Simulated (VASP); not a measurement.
# BP (F-43m) in VASP: notebook

Runs on BP. Level: PBE. Tasks: relaxation of the atoms.

Program: VASP 6.6.1. These are calculated values, not measurements. Logs are shortened: lines on timing, memory, paths and dates and some standing lists are left out, and cuts for length are marked.

## 1. The cell of the first run

Symmetry: F-43m, No. 216, cubic system. The conventional cell has a = 4.538 Å, b = 4.538 Å, c = 4.538 Å, α = 90.00°, β = 90.00°, γ = 90.00°. B (site symmetry -43m) has 4 P at 1.97 Å within 2.6 Å. Within 2.6 Å of P (site symmetry -43m) lie 4 B at 1.97 Å.

## 2. Relaxation of the atoms, PBE

Contents of INCAR:

```
SYSTEM = BP
PREC = Accurate
ENCUT = 520
EDIFF = 1E-6
ISMEAR = -1
SIGMA = 0.02
LREAL = .FALSE.
LASPH = .TRUE.
NELM = 80
ALGO = Normal
ISIF = 2
LWAVE = .FALSE.
LCHARG = .FALSE.
GGA = PE
IBRION = 2
NSW = 80
EDIFFG = -0.02
```

Contents of KPOINTS:

```
regular mesh
0
G
  16 16 16
  0 0 0
```

Contents of POSCAR:

```
BP
1.0
    0.0000000000      2.2690000000      2.2690000000
    2.2690000000      0.0000000000      2.2690000000
    2.2690000000      2.2690000000      0.0000000000
B P
1 1
Direct
    0.0000000000      0.0000000000      0.0000000000
    0.2500000000      0.2500000000      0.2500000000
```

Potentials or basis: VASP PAW PBE potentials, release 64 (B, P).

Command:

```
$ cat potpaw_PBE.64/B/POTCAR potpaw_PBE.64/P/POTCAR > POTCAR
$ mpirun -np 1 vasp_std > vasp.out
```

OUTCAR:

```text
SYSTEM = BP
   PREC = Accurate
   ENCUT = 520
   EDIFF = 1E-6
   ISMEAR = -1
   LREAL = .FALSE.
   LASPH = .TRUE.
   NELM = 80
   ISIF = 2
   GGA = PE
   IBRION = 2
   NSW = 80
   EDIFFG = -0.02

 ion  position               nearest neighbor table
   1  0.000  0.000  0.000-   2 1.97   2 1.97   2 1.97   2 1.97
   2  0.250  0.250  0.250-   1 1.97   1 1.97   1 1.97   1 1.97

  LATTYP: Found a face centered cubic cell.
 ALAT       =     4.5380000000

  Lattice vectors:

 A1 = (   0.0000000000,   2.2690000000,   2.2690000000)
 A2 = (   2.2690000000,   0.0000000000,   2.2690000000)
 A3 = (   2.2690000000,   2.2690000000,   0.0000000000)

Analysis of symmetry for initial positions (statically):
=====================================================================
 Subroutine PRICEL returns:
 Original cell was already a primitive cell.

 Routine SETGRP: Setting up the symmetry group for a
 face centered cubic supercell.

 Subroutine GETGRP returns: Found 24 space group operations
 (whereof 24 operations were pure point group operations)
 out of a pool of 48 trial point group operations.

The static configuration has the point symmetry T_d .

Analysis of symmetry for dynamics (positions and initial velocities):
=====================================================================
 Subroutine PRICEL returns:
 Original cell was already a primitive cell.

 Routine SETGRP: Setting up the symmetry group for a
 face centered cubic supercell.

 Subroutine GETGRP returns: Found 24 space group operations
 (whereof 24 operations were pure point group operations)
 out of a pool of 48 trial point group operations.

The dynamic configuration has the point symmetry T_d .

 Subroutine INISYM returns: Found 24 space group operations
 (whereof 24 operations are pure point group operations),
 and found     1 'primitive' translations

----------------------------------------------------------------------------------------

                                     Primitive cell

  volume of cell :      23.3633

  direct lattice vectors                    reciprocal lattice vectors
     0.000000000  2.269000000  2.269000000    -0.220361393  0.220361393  0.220361393
     2.269000000  0.000000000  2.269000000     0.220361393 -0.220361393  0.220361393
     2.269000000  2.269000000  0.000000000     0.220361393  0.220361393 -0.220361393

  length of vectors
     3.208850573  3.208850573  3.208850573     0.381677128  0.381677128  0.381677128

  position of ions in fractional coordinates (direct lattice)
     0.000000000  0.000000000  0.000000000
     0.250000000  0.250000000  0.250000000

  ion indices of the primitive-cell ions
   primitive index   ion index
                 1           1
                 2           2

----------------------------------------------------------------------------------------

 KPOINTS: regular mesh

Automatic generation of k-mesh.
 Grid dimensions read from file:
 generate k-points for:   16   16   16

 Generating k-lattice:

  Cartesian coordinates                     Fractional coordinates (reciprocal lattice)
    -0.013772587  0.013772587  0.013772587     0.062500000  0.000000000  0.000000000
     0.013772587 -0.013772587  0.013772587     0.000000000  0.062500000  0.000000000
     0.013772587  0.013772587 -0.013772587     0.000000000  0.000000000  0.062500000

  Length of vectors
     0.023854821  0.023854821  0.023854821

  Shift w.r.t. Gamma in fractional coordinates (k-lattice)
     0.000000000  0.000000000  0.000000000

 Subroutine IBZKPT returns following result:
 ===========================================

 Found    145 irreducible k-points:

 Following reciprocal coordinates:
            Coordinates               Weight
  0.000000  0.000000  0.000000      1.000000
  0.062500  0.000000  0.000000      8.000000
  0.125000  0.000000  0.000000      8.000000
  0.187500  0.000000  0.000000      8.000000
  0.250000  0.000000  0.000000      8.000000
  0.312500  0.000000  0.000000      8.000000
[... 16 lines left out ...]
 -0.125000  0.062500  0.000000     24.000000
 -0.062500  0.062500  0.000000     12.000000
 [... further k-points ...]
   k-points           NKPTS =    145   k-points in BZ     NKDIM =    145   number of bands    NBANDS=      8
   number of dos      NEDOS =    301   number of ions     NIONS =      2
   total plane-waves  NPLWV =  13824
   dimension x,y,z NGX =    24 NGY =   24 NGZ =   24
   dimension x,y,z NGXF=    48 NGYF=   48 NGZF=   48
   ions per type =               1   1
   NGX,Y,Z   is equivalent  to a cutoff of  12.43, 12.43, 12.43 a.u.
   NGXF,Y,Z  is equivalent  to a cutoff of  24.87, 24.87, 24.87 a.u.
 SYSTEM =  BP
   PREC   = accura    normal or accurate (medium, high low for compatibility)
   ISTART =      0    job   : 0-new  1-cont  2-samecut
   ICHARG =      2    charge: 1-file 2-atom 10-const
   ISPIN  =      1    spin polarized calculation?
   LNONCOLLINEAR =      F non collinear calculations
   LSORBIT =      F    spin-orbit coupling
   LASPH  =      T    aspherical Exc in radial PAW
   ENCUT  =  520.0 eV  38.22 Ry    6.18 a.u.   5.97  5.97  5.97*2*pi/ulx,y,z
   NELM   =     80;   NELMIN=  2; NELMDL= -5     # of ELM steps
   EDIFF  = 0.1E-05   stopping-criterion for ELM
   LREAL  =      F    real-space projection
   EDIFFG = -.2E-01   stopping-criterion for IOM
   NSW    =     80    number of steps for IOM
   IBRION =      2    ionic relax: 0-MD 1-quasi-New 2-CG
   NFREE  =      1    steps in history (QN), initial steepest desc. (CG)
   ISIF   =      2    stress and relaxation
   ISYM   =      2    0-nonsym 1-usesym 2-fastsym
   POTIM  = 0.5000    time-step for ionic-motion
   TEBEG  =    0.0;   TEEND  =   0.0 temperature during run
   PSTRESS=    0.0 pullay stress
   NELECT =       8.0000    total number of electrons
   NUPDOWN=      -1.0000    fix difference up-down
   EMIN   =  10.00;   EMAX   =-10.00  energy-range for DOS
   EFERMI =   0.00;   METHOD = LEGACY
   ISMEAR =    -1;   SIGMA  =   0.02  broadening in eV -4-tet -1-fermi 0-gaus
   EFERMI_NEDOS =   21; number of points for ismear=-14 and -15
   IALGO  =     38    algorithm
   IMIX   =      4    mixing-type and parameters
     AMIX     =   0.40;   BMIX     =  1.00
     AMIX_MAG =   1.60;   BMIX_MAG =  1.00
  volume/ion in A,a.u.               =      11.68        78.83
  Fermi-wavevector in a.u.,A,eV,Ry     =   1.145320  2.164342 17.847562  1.311759
  Thomas-Fermi vector in A             =   2.282009
   LORBIT       =      0    0 simple, 1 ext, 2 COOP (PROOUT), +10 PAW based schemes
   GGA     = PE    functional components
   LHFCALC =     F    Hartree Fock is set to
   AEXX    =    0.0000 exact exchange contribution
   IVDW    =     0    specifies the selected vdW correction
   LEPSILON=     F    determine dielectric tensor
   LRPA    =     F    only Hartree local field effects (RPA)
 conjugate gradient relaxation of ions
 non-spin polarized calculation
  energy-cutoff  :      520.00
  volume of cell :       23.36
 maximum number of plane-waves:       640
   NGX = 11   NGY = 11   NGZ = 11

 number of electron       8.0000000 magnetization

 Free energy of the ion-electron system (eV)
  ---------------------------------------------------
  ext. energy  EPLUGINS =         0.00000000
  ---------------------------------------------------
  free energy    TOTEN  =       -12.93079845 eV

  energy without entropy =      -12.93079845  energy(sigma->0) =      -12.93079845

 E-fermi :   7.7888     XC(G=0): -10.9073

 val. band max:        7.4327098650   @ k =   0.0000   0.0000   0.0000
 cond. band min:       8.6800491916   @ k =   0.4375   0.4375   0.0000
 fundamental gap:      1.2473393266
 Fermi energy:         7.7888319289

 k-point     1 :       0.0000    0.0000    0.0000
  band No.  band energies     occupation
      1      -8.0276      2.00000
      2       7.4327      2.00000
      3       7.4327      2.00000
      4       7.4327      2.00000
      5      10.8335      0.00000
      6      10.8335      0.00000
      7      10.8335      0.00000
      8      14.8070      0.00000

 k-point     2 :       0.0625    0.0000    0.0000
  band No.  band energies     occupation
      1      -7.9572      2.00000
      2       6.8519      2.00000
      3       7.3067      2.00000
      4       7.3067      2.00000
      5      11.0074      0.00000
      6      11.0074      0.00000
      7      11.0692      0.00000
      8      15.0162      0.00000

 k-point     3 :       0.1250    0.0000    0.0000
  band No.  band energies     occupation
      1      -7.7466      2.00000
      2       5.5780      2.00000
      3       7.0045      2.00000
      4       7.0045      2.00000
      5      11.3679      0.00000
      6      11.4255      0.00000
      7      11.4255      0.00000
      8      15.5942      0.00000

 k-point     4 :       0.1875    0.0000    0.0000
  band No.  band energies     occupation
      1      -7.3992      2.00000
      2       4.0923      2.00000
      3       6.6488      2.00000
      4       6.6488      2.00000
      5      11.4671      0.00000
      6      11.8828      0.00000
      7      11.8828      0.00000
      8      16.3502      0.00000

 k-point     5 :       0.2500    0.0000    0.0000
  band No.  band energies     occupation
      1      -6.9222      2.00000
      2       2.5865      2.00000
      3       6.3155      2.00000
      4       6.3155      2.00000
      5      11.4349      0.00000
      6      12.1960      0.00000
      7      12.1960      0.00000
      8      17.0425      0.00000
[... 177 lines left out ...]
 k-point    22 :      -0.1875    0.0625    0.0000
  band No.  band energies     occupation
      1      -7.1925      2.00000
      2       3.6054      2.00000
      3       5.8077      2.00000
      4       6.7989      2.00000
      5      11.6761      0.00000
      6      11.7517      0.00000
      7      12.4431      0.00000
      8      16.2622      0.00000

 k-point    23 :      -0.1250    0.0625    0.0000
  band No.  band energies     occupation
      1      -7.5836      2.00000
      2       5.0754      2.00000
      3       6.1766      2.00000
      4       7.1291      2.00000
      5      11.3346      0.00000
      6      11.5558      0.00000
      7      12.0562      0.00000
      8      15.7822      0.00000

 k-point    24 :      -0.0625    0.0625    0.0000
  band No.  band energies     occupation
      1      -7.8399      2.00000
      2       6.3094      2.00000
      3       6.6718      2.00000
      4       7.3355      2.00000
      5      11.0207      0.00000
      6      11.2432      0.00000
      7      11.5787      0.00000
      8      15.3021      0.00000

 [... further k-points ...]

------------------------ aborting loop because EDIFF is reached ----------------------------------------

  FORCE on cell =-STRESS in cart. coord.  units (eV):
  Direction    XX          YY          ZZ          XY          YZ          ZX
  --------------------------------------------------------------------------------------
  -------------------------------------------------------------------------------------
  Total        0.1298368      0.1298368      0.1298368     -0.0000000      0.0000000     -0.0000000
  in kB        8.9037912      8.9037912      8.9037912     -0.0000000      0.0000000     -0.0000000
  external PRESSURE =       8.9037912 kB  Pullay stress =       0.0000000 kB

 VOLUME and BASIS-vectors are now :
 -----------------------------------------------------------------------------
  energy-cutoff  :      520.00
  volume of cell :       23.36
      direct lattice vectors                 reciprocal lattice vectors
     0.000000000  2.269000000  2.269000000    -0.220361393  0.220361393  0.220361393
     2.269000000  0.000000000  2.269000000     0.220361393 -0.220361393  0.220361393
     2.269000000  2.269000000  0.000000000     0.220361393  0.220361393 -0.220361393

 POSITION                                       TOTAL-FORCE (eV/Angst)
 -----------------------------------------------------------------------------------
      0.00000      0.00000      0.00000         0.000000      0.000000      0.000000
      1.13450      1.13450      1.13450        -0.000000     -0.000000     -0.000000
 -----------------------------------------------------------------------------------
    total drift:                                0.000000      0.000000      0.000000

  FREE ENERGIE OF THE ION-ELECTRON SYSTEM (eV)
  ---------------------------------------------------
  free  energy   TOTEN  =       -12.9307984519 eV

  energy  without entropy=      -12.9307984519  energy(sigma->0) =      -12.93079845

 reached required accuracy - stopping structural energy minimisation
```

It took 22 s on 1 thread of Intel Xeon 8259CL, shared host; peak memory 0.15 GiB.

What came out:

```yaml
Free_energy: -12.9308 eV
Pressure_after_relaxing: 0.9 GPa
Band_gap_on_the_k_mesh: 1.25 eV (least direct gap 3.40 eV)
```

Final structure:
```xyz
2
Lattice="0.0000 2.2690 2.2690 2.2690 0.0000 2.2690 2.2690 2.2690 0.0000" Properties=species:S:1:pos:R:3 pbc="T T T"
B     0.0000    0.0000    0.0000
P     1.1345    1.1345    1.1345
```

Caveat: the relaxation stopped at its first step, so nothing moved. A k mesh can miss the band edges.

## 3. Relaxation of the atoms, PBE (11.92 Å³/atom)

This run uses another cell than the first one, of 11.92 Å³/atom.

Contents of INCAR:

```
ALGO = Normal
EDIFF = 1E-6
EDIFFG = -0.02
ENCUT = 520
GGA = PE
IBRION = 2
ISIF = 2
ISMEAR = -1
LASPH = True
LCHARG = False
LREAL = False
LWAVE = False
NELM = 80
NSW = 80
PREC = Accurate
SIGMA = 0.02
```

Contents of KPOINTS:

```
k-points
0
Gamma
  16 16 16
```

Contents of POSCAR:

```
BP
1.0
    0.0000000000      2.2840269280      2.2840269280
    2.2840269280      0.0000000000      2.2840269280
    2.2840269280      2.2840269280      0.0000000000
B P
1 1
Direct
    0.0000000000      0.0000000000      0.0000000000
    0.2500000000      0.2500000000      0.2500000000
```

Potentials or basis: VASP PAW PBE potentials, release 64 (B, P).

Command:

```
$ cat potpaw_PBE.64/B/POTCAR potpaw_PBE.64/P/POTCAR > POTCAR
$ mpirun -np 1 vasp_std > vasp.out
```

It took 18 s on 1 thread of Intel Xeon 8259CL, shared host; peak memory 0.15 GiB.

Results (log left out):

```yaml
Free_energy: -12.9290 eV
Pressure_after_relaxing: -2.3 GPa
Band_gap_on_the_k_mesh: 1.28 eV (least direct gap 3.37 eV)
```

Final structure:
```xyz
2
Lattice="0.0000 2.2840 2.2840 2.2840 0.0000 2.2840 2.2840 2.2840 0.0000" Properties=species:S:1:pos:R:3 pbc="T T T"
B     0.0000    0.0000    0.0000
P     1.1420    1.1420    1.1420
```

Levels at points of the mesh, in eV from the valence-band top:
```
           k point  band 2  band 3  band 4  band 5  band 6  band 7
(0.00, 0.00, 0.00)    0.00    0.00    0.00    3.37    3.37    3.37
(0.50, 0.00, 0.00)   -8.89   -1.73   -1.73    3.66    4.70    4.70
(0.50, 0.50, 0.00)   -8.48   -4.04   -4.04    1.37    1.68   11.94
```

Caveat: the relaxation stopped at its first step, so nothing moved.

## 4. Relaxation of the atoms, PBE (12.15 Å³/atom)

This run uses another cell than the first one, of 12.15 Å³/atom.

Contents of INCAR:

```
ALGO = Normal
EDIFF = 1E-6
EDIFFG = -0.02
ENCUT = 520
GGA = PE
IBRION = 2
ISIF = 2
ISMEAR = -1
LASPH = T
LCHARG = F
LREAL = F
LWAVE = F
NELM = 100
NSW = 80
PREC = Accurate
SIGMA = 0.02
```

KPOINTS is that of step 3.

Contents of POSCAR:

```
BP
1.0
    0.0000000000      2.2988586873      2.2988586873
    2.2988586873      0.0000000000      2.2988586873
    2.2988586873      2.2988586873      0.0000000000
B P
1 1
Direct
    0.0000000000      0.0000000000      0.0000000000
    0.2500000000      0.2500000000      0.2500000000
```

Command:

```
$ cat potpaw_PBE.64/B/POTCAR potpaw_PBE.64/P/POTCAR > POTCAR
$ mpirun -np 1 vasp_std > vasp.out
```

Run time: 22 s. Hardware: 1 thread of Intel Xeon 8259CL, shared host; peak memory 0.15 GiB.

The run converged. Its results:

| Quantity | Value |
| --- | --- |
| Free energy | -12.9183 eV |
| Pressure after relaxing | -5.1 GPa |
| Band gap on the k mesh | 1.31 eV (least direct gap 3.35 eV) |

Final structure:
```
B P
1.0
     0.00000    2.29886    2.29886
     2.29886    0.00000    2.29886
     2.29886    2.29886    0.00000
B P
1 1
Direct
  0.00000 0.00000 0.00000
  0.25000 0.25000 0.25000
```

Levels at points of the mesh, in eV from the valence-band top:
| k point | band 2 | band 3 | band 4 | band 5 | band 6 | band 7 |
| --- | --- | --- | --- | --- | --- | --- |
| (0.00, 0.00, 0.00) | 0.00 | 0.00 | 0.00 | 3.35 | 3.35 | 3.35 |
| (0.50, 0.00, 0.00) | -8.76 | -1.71 | -1.71 | 3.55 | 4.69 | 4.69 |
| (0.50, 0.50, 0.00) | -8.38 | -3.97 | -3.97 | 1.41 | 1.70 | 11.76 |

Caveat: the relaxation stopped at its first step, so nothing moved. A k mesh can miss the band edges.

## 5. Overview

| cell | gap on the mesh (eV) | pressure (GPa) |
| --- | --- | --- |
| atoms relaxed from a = 3.209 Å, angles 60.0°, 2 atoms | 1.25 | 0.9 |
| atoms relaxed from a = 3.230 Å, angles 60.0°, 2 atoms | 1.28 | -2.3 |
| atoms relaxed from a = 3.251 Å, angles 60.0°, 2 atoms | 1.31 | -5.1 |

Alike in all rows: task relaxation of the atoms; level PBE; potentials or basis VASP PAW PBE potentials, release 64 (B, P); no spin polarisation; k mesh 16 × 16 × 16; cutoff (eV) 520; smearing fermi-dirac 0.02 eV.

Caveats: the relaxation stopped at its first step, so nothing moved.

Total energies depend on the potentials used, so only differences within one code and one set of settings carry meaning.
